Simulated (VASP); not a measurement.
# B (Cmcm) in VASP: further runs

Runs on B. Level: BLYP. Tasks: single point.

All numbers are computed with VASP 6.6.1; they aren't measurements. Logs are shortened: lines on timing, memory, paths and dates and some standing lists are left out, and cuts for length are marked.

## Step 1: The cell of the first run

The structure is orthorhombic, space group Cmcm (No. 63). The conventional cell has a = 1.622 Å, b = 13.442 Å, c = 2.971 Å, α = 90.00°, β = 90.00°, γ = 90.00°. Within 2.2 Å of B (site symmetry m2m) lie 6 B at 1.62 to 1.95 Å.

## Step 2: Single point, BLYP (16.20 Å³/atom)

The input, INCAR:

```
SYSTEM = B
PREC = Accurate
ENCUT = 520
EDIFF = 1E-6
ISMEAR = -1
SIGMA = 0.1
LREAL = .FALSE.
LASPH = .TRUE.
NELM = 80
ALGO = Normal
ISIF = 2
LWAVE = .FALSE.
LCHARG = .TRUE.
GGA = B5
ALDAX = 1.0
AGGAX = 1.0
AGGAC = 1.0
ALDAC = 0.0
LELF = .TRUE.
LVHAR = .TRUE.
NBANDS = 10
```

The input, KPOINTS:

```
regular mesh
0
G
  22 22 12
  0 0 0
```

The input, POSCAR:

```
B
1.0
   -4.6620345409      4.8431931347      0.8009637810
    4.8431931347     -4.6620345409      0.8009637810
    2.0743117210      2.0743117210     -0.4691714848
B
2
Direct
    0.0889931286      0.9110068714      0.0000000000
    0.6610068714      0.3389931286      0.5000000000
```

Potentials or basis: VASP PAW PBE potentials, release 64 (B).

The run is started by

```sh
> cat potpaw_PBE.64/B/POTCAR > POTCAR
> mpirun -np 1 vasp_std > vasp.out
```

OUTCAR:

```text
SYSTEM = B
   PREC = Accurate
   ENCUT = 520
   EDIFF = 1E-6
   ISMEAR = -1
   LREAL = .FALSE.
   LASPH = .TRUE.
   NELM = 80
   ISIF = 2
   GGA = B5

 ion  position               nearest neighbor table
   1  0.089  0.911  0.000-   2 1.95   2 1.95   2 1.95   2 1.95
   2  0.661  0.339  0.500-   1 1.95   1 1.95   1 1.95   1 1.95

  LATTYP: Found a base centered orthorhombic cell.
 ALAT       =     1.6222850508
 B/A-ratio  =     8.2861035337
 C/A-ratio  =     1.8312449199

  Lattice vectors:

 A1 = (  -4.6620345409,   4.8431931347,   0.8009637810)
 A2 = (   4.8431931347,  -4.6620345409,   0.8009637810)
 A3 = (   2.0743117210,   2.0743117210,  -0.4691714848)

Analysis of symmetry for initial positions (statically):
=====================================================================
 Subroutine PRICEL returns:
 Original cell was already a primitive cell.

 Routine SETGRP: Setting up the symmetry group for a
 base centered orthorhombic supercell.

 Subroutine GETGRP returns: Found  8 space group operations
 (whereof  4 operations were pure point group operations)
 out of a pool of  8 trial point group operations.

The static configuration has the point symmetry C_2v.
 The point group associated with its full space group is D_2h.

Analysis of symmetry for dynamics (positions and initial velocities):
=====================================================================
 Subroutine PRICEL returns:
 Original cell was already a primitive cell.

 Routine SETGRP: Setting up the symmetry group for a
 base centered orthorhombic supercell.

 Subroutine GETGRP returns: Found  8 space group operations
 (whereof  4 operations were pure point group operations)
 out of a pool of  8 trial point group operations.

The dynamic configuration has the point symmetry C_2v.
 The point group associated with its full space group is D_2h.

 Subroutine INISYM returns: Found  8 space group operations
 (whereof  4 operations are pure point group operations),
 and found     1 'primitive' translations

----------------------------------------------------------------------------------------

                                     Primitive cell

  volume of cell :      32.3928

  direct lattice vectors                    reciprocal lattice vectors
    -4.662034541  4.843193135  0.800963781     0.016233402  0.121438668  0.608678909
     4.843193135 -4.662034541  0.800963781     0.121438668  0.016233402  0.608678909
     2.074311721  2.074311721 -0.469171485     0.235032062  0.235032062 -0.053158556

  length of vectors
     6.769979969  6.769979969  2.970801258     0.620887178  0.620887178  0.336609525

  position of ions in fractional coordinates (direct lattice)
     0.088993129  0.911006871  1.000000000
     0.661006871  0.338993129  0.500000000

  ion indices of the primitive-cell ions
   primitive index   ion index
                 1           1
                 2           2

----------------------------------------------------------------------------------------

 KPOINTS: regular mesh

Automatic generation of k-mesh.
 Grid dimensions read from file:
 generate k-points for:   22   22   12

 Generating k-lattice:

  Cartesian coordinates                     Fractional coordinates (reciprocal lattice)
     0.000737882  0.005519939  0.027667223     0.045454545 -0.000000000  0.000000000
     0.005519939  0.000737882  0.027667223    -0.000000000  0.045454545  0.000000000
     0.019586005  0.019586005 -0.004429880    -0.000000000 -0.000000000  0.083333333

  Length of vectors
     0.028222144  0.028222144  0.028050794

  Shift w.r.t. Gamma in fractional coordinates (k-lattice)
     0.000000000  0.000000000  0.000000000

 Subroutine IBZKPT returns following result:
 ===========================================

 Found    931 irreducible k-points:

 Following reciprocal coordinates:
            Coordinates               Weight
  0.000000  0.000000  0.000000      1.000000
  0.045455 -0.000000  0.000000      4.000000
  0.090909 -0.000000  0.000000      4.000000
  0.136364 -0.000000  0.000000      4.000000
  0.181818  0.000000  0.000000      4.000000
  0.227273  0.000000 -0.000000      4.000000
[... 16 lines left out ...]
  0.500000  0.045455  0.000000      4.000000
 -0.454545  0.045455  0.000000      4.000000
 [... further k-points ...]
   k-points           NKPTS =    931   k-points in BZ     NKDIM =    931   number of bands    NBANDS=     10
   number of dos      NEDOS =    301   number of ions     NIONS =      2
   total plane-waves  NPLWV =  60000
   dimension x,y,z NGX =    50 NGY =   50 NGZ =   24
   dimension x,y,z NGXF=   100 NGYF=  100 NGZF=   48
   ions per type =               2
   NGX,Y,Z   is equivalent  to a cutoff of  12.28, 12.28, 13.43 a.u.
   NGXF,Y,Z  is equivalent  to a cutoff of  24.56, 24.56, 26.86 a.u.
 SYSTEM =  B
   PREC   = accura    normal or accurate (medium, high low for compatibility)
   ISTART =      0    job   : 0-new  1-cont  2-samecut
   ICHARG =      2    charge: 1-file 2-atom 10-const
   ISPIN  =      1    spin polarized calculation?
   LNONCOLLINEAR =      F non collinear calculations
   LSORBIT =      F    spin-orbit coupling
   LASPH  =      T    aspherical Exc in radial PAW
   ENCUT  =  520.0 eV  38.22 Ry    6.18 a.u.  12.59 12.59  5.52*2*pi/ulx,y,z
   NELM   =     80;   NELMIN=  2; NELMDL= -5     # of ELM steps
   EDIFF  = 0.1E-05   stopping-criterion for ELM
   LREAL  =      F    real-space projection
   EDIFFG = 0.1E-04   stopping-criterion for IOM
   NSW    =      0    number of steps for IOM
   IBRION =     -1    ionic relax: 0-MD 1-quasi-New 2-CG
   NFREE  =      0    steps in history (QN), initial steepest desc. (CG)
   ISIF   =      2    stress and relaxation
   ISYM   =      2    0-nonsym 1-usesym 2-fastsym
   POTIM  = 0.5000    time-step for ionic-motion
   TEBEG  =    0.0;   TEEND  =   0.0 temperature during run
   PSTRESS=    0.0 pullay stress
   NELECT =       6.0000    total number of electrons
   NUPDOWN=      -1.0000    fix difference up-down
   EMIN   =  10.00;   EMAX   =-10.00  energy-range for DOS
   EFERMI =   0.00;   METHOD = LEGACY
   ISMEAR =    -1;   SIGMA  =   0.10  broadening in eV -4-tet -1-fermi 0-gaus
   EFERMI_NEDOS =   21; number of points for ismear=-14 and -15
   IALGO  =     38    algorithm
   IMIX   =      4    mixing-type and parameters
     AMIX     =   0.40;   BMIX     =  1.00
     AMIX_MAG =   1.60;   BMIX_MAG =  1.00
  volume/ion in A,a.u.               =      16.20       109.30
  Fermi-wavevector in a.u.,A,eV,Ry     =   0.933202  1.763497 11.848859  0.870867
  Thomas-Fermi vector in A             =   2.059879
   LORBIT       =      0    0 simple, 1 ext, 2 COOP (PROOUT), +10 PAW based schemes
   GGA     = B5    functional components
   LHFCALC =     F    Hartree Fock is set to
   AEXX    =    0.0000 exact exchange contribution
   IVDW    =     0    specifies the selected vdW correction
   LEPSILON=     F    determine dielectric tensor
   LRPA    =     F    only Hartree local field effects (RPA)
 non-spin polarized calculation
  energy-cutoff  :      520.00
  volume of cell :       32.39
 maximum number of plane-waves:       891
   NGX = 25   NGY = 25   NGZ = 11

 number of electron       6.0000000 magnetization

 Free energy of the ion-electron system (eV)
  ---------------------------------------------------
  ext. energy  EPLUGINS =         0.00000000
  ---------------------------------------------------
  free energy    TOTEN  =       -11.36411506 eV

  energy without entropy =      -11.35250821  energy(sigma->0) =      -11.35831163

 E-fermi :   0.3397     XC(G=0):  -6.5866

 val. band max:        0.3391857096   @ k =  -0.3636   0.2273  -0.0000
 cond. band min:       0.3548699191   @ k =  -0.4091   0.2727   0.0833
 fundamental gap:      0.0156842095
 Fermi energy:         0.3397197664

 k-point     1 :       0.0000    0.0000    0.0000
  band No.  band energies     occupation
      1     -14.5278      2.00000
      2      -6.1245      2.00000
      3      -4.1478      2.00000
      4      -0.7963      1.99998
      5       2.9981      0.00000
      6       6.0692      0.00000
      7       7.0155      0.00000
      8       9.1344      0.00000
      9      14.1587      0.00000
     10      16.5538      0.00000

 k-point     2 :       0.0455   -0.0000    0.0000
  band No.  band energies     occupation
      1     -14.4443      2.00000
      2      -6.0385      2.00000
      3      -4.0362      2.00000
      4      -0.6834      1.99993
      5       3.0296      0.00000
      6       6.1721      0.00000
      7       7.1170      0.00000
      8       9.2400      0.00000
      9      14.2140      0.00000
     10      16.6455      0.00000

 k-point     3 :       0.0909   -0.0000    0.0000
  band No.  band energies     occupation
      1     -14.1944      2.00000
      2      -5.7846      2.00000
      3      -3.7017      2.00000
      4      -0.3454      1.99788
      5       3.1191      0.00000
      6       6.4803      0.00000
      7       7.4193      0.00000
      8       9.5536      0.00000
      9      14.3650      0.00000
     10      16.9084      0.00000

 k-point     4 :       0.1364   -0.0000    0.0000
  band No.  band energies     occupation
      1     -13.7805      2.00000
      2      -5.3753      2.00000
      3      -3.1455      2.00000
      4       0.2160      1.55017
      5       3.2527      0.00000
      6       6.9927      0.00000
      7       7.9148      0.00000
      8      10.0618      0.00000
      9      14.5554      0.00000
     10      17.2373      0.00000
[... 222 lines left out ...]
 k-point    22 :       0.4545    0.0455    0.0000
  band No.  band energies     occupation
      1      -5.6969      2.00000
      2      -5.6968      2.00000
      3       6.9231      0.00000
      4       6.9419      0.00000
      5       8.3784      0.00000
      6       8.3785      0.00000
      7      10.4131      0.00000
      8      10.4188      0.00000
      9      15.7865      0.00000
     10      16.3066      0.00000

 k-point    23 :       0.5000    0.0455    0.0000
  band No.  band energies     occupation
      1      -6.9692      2.00000
      2      -4.5267      2.00000
      3       5.7950      0.00000
      4       6.4669      0.00000
      5       7.9941      0.00000
      6       9.5905      0.00000
      7      10.1295      0.00000
      8      10.6671      0.00000
      9      15.5373      0.00000
     10      16.9810      0.00000

 k-point    24 :      -0.4545    0.0455    0.0000
  band No.  band energies     occupation
      1      -8.2458      2.00000
      2      -3.6124      2.00000
      3       4.5863      0.00000
      4       4.8281      0.00000
      5       7.6002      0.00000
      6       9.7051      0.00000
      7      10.6215      0.00000
      8      11.3488      0.00000
      9      14.5209      0.00000
     10      17.1371      0.00000

 [... further k-points ...]

------------------------ aborting loop because EDIFF is reached ----------------------------------------

  FORCE on cell =-STRESS in cart. coord.  units (eV):
  Direction    XX          YY          ZZ          XY          YZ          ZX
  --------------------------------------------------------------------------------------
  -------------------------------------------------------------------------------------
  Total       -0.3455267     -0.3455267     -1.5122205     -0.2537615     -0.1059498     -0.1059498
  in kB      -17.0900711    -17.0900711    -74.7958324    -12.5512815     -5.2403760     -5.2403760
  external PRESSURE =     -36.3253248 kB  Pullay stress =       0.0000000 kB

 VOLUME and BASIS-vectors are now :
 -----------------------------------------------------------------------------
  energy-cutoff  :      520.00
  volume of cell :       32.39
      direct lattice vectors                 reciprocal lattice vectors
    -4.662034541  4.843193135  0.800963781     0.016233402  0.121438668  0.608678909
     4.843193135 -4.662034541  0.800963781     0.121438668  0.016233402  0.608678909
     2.074311721  2.074311721 -0.469171485     0.235032062  0.235032062 -0.053158556

 POSITION                                       TOTAL-FORCE (eV/Angst)
 -----------------------------------------------------------------------------------
      3.99729     -3.81613      0.80096        -0.071644      0.071644      0.000000
     -0.40267      2.65814      0.56638         0.071644     -0.071644     -0.000000
 -----------------------------------------------------------------------------------
    total drift:                               -0.000000      0.000000      0.000000

  FREE ENERGIE OF THE ION-ELECTRON SYSTEM (eV)
  ---------------------------------------------------
  free  energy   TOTEN  =       -11.3641150581 eV

  energy  without entropy=      -11.3525082065  energy(sigma->0) =      -11.35831163
```

It took 8.9 min on 1 thread of AMD EPYC 9R45 (Zen 5), shared host; peak memory 0.37 GiB.

Results:

```
Free energy            : -11.3641 eV
Pressure               : -3.6 GPa
Largest force          : 0.101 eV/Å
Band gap on the k mesh : zero (bands 3 and 4 overlap by 10.16 eV)
```

Forces on the atoms (eV/Å):
```
B   -0.072  0.072  0.000
B    0.072 -0.072  0.000
```

Caveat: the stress differs along the axes, from -7 to -2 GPa; the PAW data sets were made with another functional, which shifts forces and pressure a little.

## Step 3: Single point, BLYP (17.44 Å³/atom)

This run uses another cell than the first one, of 17.44 Å³/atom.

The input, INCAR:

```
SYSTEM = B
AGGAC = 1.0
AGGAX = 1.0
ALDAC = 0.0
ALDAX = 1.0
ALGO = Normal
EDIFF = 1E-7
ENCUT = 520
GGA = B5
ISIF = 2
ISMEAR = -1
LASPH = .True.
LCHARG = .False.
LREAL = .False.
LWAVE = .False.
NBANDS = 10
NELM = 60
PREC = Accurate
SIGMA = 0.1
```

The input, KPOINTS:

```
k-points
0
Gamma
  22 22 12
  0 0 0
```

The input, POSCAR:

```
B
1.0
   -4.7786334046      4.9643228284      0.8209961223
    4.9643228284     -4.7786334046      0.8209961223
    2.1261908711      2.1261908711     -0.4809056025
B
2
Direct
    0.0889931286      0.9110068714      0.0000000000
    0.6610068714      0.3389931286      0.5000000000
```

Potentials or basis: VASP PAW PBE potentials, release 64 (B).

The run is started by

```sh
> cat potpaw_PBE.64/B/POTCAR > POTCAR
> mpirun -np 1 vasp_std > vasp.out
```

Run time: 9.5 min. Hardware: 1 thread of AMD EPYC 9R45 (Zen 5), shared host; peak memory 0.41 GiB.

Results (log left out):

| Property | Result |
| --- | --- |
| Free energy | -11.2635 eV |
| Pressure | -9.1 GPa |
| Largest force | 0.275 eV/Å |
| Band gap on the k mesh | zero (bands 3 and 4 overlap by 9.40 eV) |

Forces in eV/Å, atoms in the order of the input:
```
B   -0.194  0.194  0.000
B    0.194 -0.194  0.000
```

Stress tensor (GPa, compression positive):
```
 -3.94  -2.71  -1.48
 -2.71  -3.94  -1.48
 -1.48  -1.48 -19.37
```

Levels at points of the mesh, in eV from the Fermi level:
```csv
k point,band 1,band 2,band 3,band 4,band 5,band 6
"(0.00, 0.00, 0.00)",-14.38,-6.27,-4.28,-1.03,2.24,5.60
"(0.50, 0.00, 0.00)",-5.82,-5.82,5.98,6.00,7.52,7.52
"(0.50, 0.50, 0.00)",-14.38,-6.30,-4.28,-0.84,2.21,4.85
"(0.00, 0.00, 0.50)",-11.28,-11.28,-3.37,-3.37,5.31,5.31
"(0.50, 0.00, 0.50)",-5.10,-5.10,3.80,3.80,7.79,7.79
"(0.50, 0.50, 0.50)",-11.28,-11.28,-3.38,-3.38,5.77,5.77
```

Caveat: the stress differs along the axes, from -19 to -4 GPa; the PAW data sets were made with another functional, which shifts forces and pressure a little.

## Step 4: Single point, BLYP

This run uses another cell than the first one, of 15.57 Å³/atom.

The input, INCAR:

```
AGGAC = 1.0 ; AGGAX = 1.0
ALDAC = 0.0 ; ALDAX = 1.0
ALGO = Normal ; EDIFF = 1E-6
ENCUT = 520 ; GGA = B5
ISIF = 2 ; ISMEAR = -1
LASPH = T ; LCHARG = T
LELF = T ; LREAL = F
LVHAR = T ; LWAVE = F
NBANDS = 10 ; NELM = 60
PREC = Accurate ; SIGMA = 0.1
```

The input, KPOINTS:

```
k-points
0
Gamma
  32 32 18
```

The input, POSCAR:

```
B
1.0
   -4.6014817840      4.7802874024      0.7905604765
    4.7802874024     -4.6014817840      0.7905604765
    2.0473695582      2.0473695582     -0.4630776589
B
2
Direct
    0.0889931286      0.9110068714      0.0000000000
    0.6610068714      0.3389931286      0.5000000000
```

The run is started by

```sh
> cat potpaw_PBE.64/B/POTCAR > POTCAR
> mpirun -np 1 vasp_std > vasp.out
```

It took 13 min on 1 thread of Intel Xeon 6975P-C (Granite Rapids), shared host; peak memory 0.79 GiB.

Results (log left out):

| Item | Value |
| --- | --- |
| Free energy | -11.3766 eV |
| Pressure | -0.1 GPa |
| Band gap on the k mesh | zero (bands 3 and 4 overlap by 10.60 eV) |

Stress tensor (GPa, compression positive):
```
-0.07 -0.11  0.01
-0.11 -0.07  0.01
 0.01  0.01 -0.06
```

Levels at points of the mesh, in eV from the Fermi level:
| k point | band 1 | band 2 | band 3 | band 4 | band 5 | band 6 | band 7 |
| --- | --- | --- | --- | --- | --- | --- | --- |
| (0.00, 0.00, 0.00) | -15.19 | -6.64 | -4.66 | -1.26 | 2.84 | 5.74 | 6.82 |
| (0.50, 0.00, 0.00) | -6.21 | -6.21 | 6.84 | 6.86 | 8.26 | 8.26 | 10.43 |
| (0.50, 0.50, 0.00) | -15.19 | -6.67 | -4.66 | -1.02 | 2.81 | 4.80 | 6.81 |
| (0.00, 0.00, 0.50) | -11.91 | -11.91 | -3.61 | -3.61 | 5.49 | 5.49 | 11.00 |
| (0.50, 0.00, 0.50) | -5.47 | -5.47 | 4.50 | 4.50 | 8.46 | 8.46 | 9.03 |
| (0.50, 0.50, 0.50) | -11.91 | -11.91 | -3.62 | -3.62 | 6.05 | 6.05 | 8.91 |

Caveat: the PAW data sets were made with another functional, which shifts forces and pressure a little.

## Step 5: The runs side by side

```tsv
cell	k mesh	gap on the mesh (eV)	pressure (GPa)	largest force (eV/Å)
a = 6.770, b = 6.770, c = 2.971 Å, angles 90.0, 90.0, 166.2°, 2 atoms	22 × 22 × 12	none	-3.6	0.10
a = 6.939, b = 6.939, c = 3.045 Å, angles 90.0, 90.0, 166.2°, 2 atoms	22 × 22 × 12	none	-9.1	0.27
a = 6.682, b = 6.682, c = 2.932 Å, angles 90.0, 90.0, 166.2°, 2 atoms	32 × 32 × 18	none	-0.1	-
```

Alike in all rows: task single point; level BLYP; potentials or basis VASP PAW PBE potentials, release 64 (B); no spin polarisation; cutoff (eV) 520; smearing fermi-dirac 0.1 eV.

Caveats: the PAW data sets were made with another functional, which shifts forces and pressure a little; the stress differs along the axes, from -7 to -2 GPa (at least some runs); the stress differs along the axes, from -19 to -4 GPa (at least some runs).

Total energies depend on the potentials used, so only differences within one code and one set of settings carry meaning.
